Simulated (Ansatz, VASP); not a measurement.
This is a calculation of Os for Ansatz 0.2.0.

input.yaml

```yaml
crystal:
  lattice:
    - [0.0, 1.9831469396, 1.9831469396]
    - [1.9831469396, 0.0, 1.9831469396]
    - [1.9831469396, 1.9831469396, 0.0]
  atoms:
    - { symbol: Os, position: [0.0, 0.0, 0.0], spin: 1.0 }
kpoints:
  mp_grid: { grid: [12, 12, 12] }
scf:
  occupations: { method: methfessel_paxton, width: 0.05 }
hamiltonian:
  xc: { exchange: slater, correlation: vwn5 }
  pseudopotentials:
    kind: all_electron
    lapw: { basis_error: 0.001 }
    nuclear_model: point
magnetization:
  spin_polarized: true
output:
  forces: true
  stress: true
  eigenvalues: true
```

Potentials or basis: all-electron LAPW, point nuclei.

Run with:

```bash
$ ansatz run input.yaml --threads 1 --pin off --max-ram 2560MiB --backend cpu --events-out ev --progress --plain --runs-dir out
```

Q: Translate it to VASP 6.6.1. Potentials there: VASP PAW PBE potentials, release 64 (Os).

A: As run (the cutoff follows the program's own potentials):

Contents of INCAR:

```
SYSTEM = Os
PREC = Accurate
ENCUT = 520
EDIFF = 1E-7
ISMEAR = 1
SIGMA = 0.05
LREAL = .False.
LASPH = .True.
NELM = 150
ALGO = Normal
ISIF = 2
LWAVE = .False.
LCHARG = .False.
ISPIN = 2
MAGMOM = 1
LORBIT = 11
LMAXMIX = 4
GGA = VW
NBANDS = 14
```

Contents of KPOINTS:

```
regular mesh
0
Gamma
  12 12 12
  0 0 0
```

The input POSCAR:

```
Os
1.0
    0.0000000000      1.9831469396      1.9831469396
    1.9831469396      0.0000000000      1.9831469396
    1.9831469396      1.9831469396      0.0000000000
Os
1
Direct
    0.0000000000      0.0000000000      0.0000000000
```

Potentials or basis: VASP PAW PBE potentials, release 64 (Os).

The run is started by

```console
$ cat potpaw_PBE.64/Os/POTCAR > POTCAR
$ mpirun -np 1 vasp_std > vasp.out
```

Both were run:

|  | VASP | Ansatz | Ansatz less VASP |
| --- | --- | --- | --- |
| gap on the k mesh at the Fermi level (eV) | none | none | - |
| pressure (GPa) | -41.4 | -41.7 | -0.27 |
| net moment per atom (μB) | 0.03 | 0.00 | -0.034 |

VASP's potentials were made for PBE, not for SVWN5. A gap of «none» marks a metal or a gap that the smearing closes. Both programs put the cell under strong tension, so it lies far from rest at this level. Ansatz ran all-electron here, and VASP with PAW potentials.

Neither program's run includes spin-orbit coupling. Noted on VASP's run: the cell as given lies far from equilibrium.
